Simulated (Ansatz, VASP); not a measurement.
## One calculation of Li2GaC6, two programs

File INCAR:

```
SYSTEM = Li2GaC6
PREC = Accurate
ENCUT = 910
EDIFF = 1E-6
ISMEAR = 0
SIGMA = 0.1
LREAL = .False.
LASPH = .True.
NELM = 200
ALGO = Normal
ISIF = 2
LWAVE = .False.
LCHARG = .False.
ISPIN = 2
MAGMOM = 0 0 0 1 1 1 1 1 1
LORBIT = 11
GGA = PE
NBANDS = 36
GGA_COMPAT = .False.
```

Contents of KPOINTS:

```
regular mesh
0
Gamma
  4 4 4
  0 0 0
```

Contents of POSCAR:

```
Li2GaC6
1.0
    0.0000000000      3.7781716402      3.7781716402
    3.7781716402      0.0000000000      3.7781716402
    3.7781716402      3.7781716402      0.0000000000
Li Ga C
2 1 6
Direct
    0.7500000000      0.7500000000      0.7500000000
    0.5000000000      0.5000000000      0.5000000000
    0.0000000000      0.0000000000      0.0000000000
    0.2753309717      0.7246690283      0.7246690283
    0.7246690283      0.2753309717      0.2753309717
    0.7246690283      0.7246690283      0.2753309717
    0.2753309717      0.2753309717      0.7246690283
    0.2753309717      0.7246690283      0.2753309717
    0.7246690283      0.2753309717      0.7246690283
```

Input for Ansatz:

```yaml
crystal:
  lattice:
    - [0.0, 3.7781716402, 3.7781716402]
    - [3.7781716402, 0.0, 3.7781716402]
    - [3.7781716402, 3.7781716402, 0.0]
  atoms:
    - { symbol: Li, position: [0.75, 0.75, 0.75] }
    - { symbol: Li, position: [0.5, 0.5, 0.5] }
    - { symbol: Ga, position: [0.0, 0.0, 0.0] }
    - { symbol: C, position: [0.2753309717, 0.7246690283, 0.7246690283], spin: 1.0 }
    - { symbol: C, position: [0.7246690283, 0.2753309717, 0.2753309717], spin: 1.0 }
    - { symbol: C, position: [0.7246690283, 0.7246690283, 0.2753309717], spin: 1.0 }
    - { symbol: C, position: [0.2753309717, 0.2753309717, 0.7246690283], spin: 1.0 }
    - { symbol: C, position: [0.2753309717, 0.7246690283, 0.2753309717], spin: 1.0 }
    - { symbol: C, position: [0.7246690283, 0.2753309717, 0.7246690283], spin: 1.0 }
basis:
  ecutwfc: 420
kpoints:
  mp_grid: { grid: [4, 4, 4] }
hamiltonian:
  xc: pbe
scf:
  occupations: { method: gaussian, width: 0.1 }
  lower_state_search: "off"
output:
  forces: true
  stress: true
  eigenvalues: true
  populations: true
magnetization:
  spin_polarized: true
```

Alike in both runs: task single point; functional PBE; k mesh 4 × 4 × 4; occupations gaussian, width 0.1 eV; collinear spin.

```csv
,VASP,Ansatz
version,VASP 6.6.1,Ansatz 0.2.0
potentials or method,"VASP PAW PBE potentials, release 64 (Li_sv, Ga_d, C_h), cutoff 910 eV","scalar-relativistic, plane waves, PAW"
valence electrons in the cell,43,43
```

Ansatz gave:

```
gap on the k mesh at the Fermi level (eV) : none
rms of the force components (eV/Å)        : 0.001
net moment per atom (μB)                  : 0.00
```

Problem. Estimate VASP's values.

Solution. gap on the k mesh at the Fermi level (eV): none; rms of the force components (eV/Å): 0.018; net moment per atom (μB): 0.00.

Atom by atom the forces differ by 0.017 eV/Å (rms over components). A gap of «none» marks a metal or a gap that the smearing closes. The functional is the same, so the differences come from potentials, cutoffs and numerics. Ansatz's warnings: seeded moment not kept.

The k mesh is coarse, so the values compare programs but aren't converged. Noted on VASP's run: the cutoff is short for stress, so the pressure is rough.
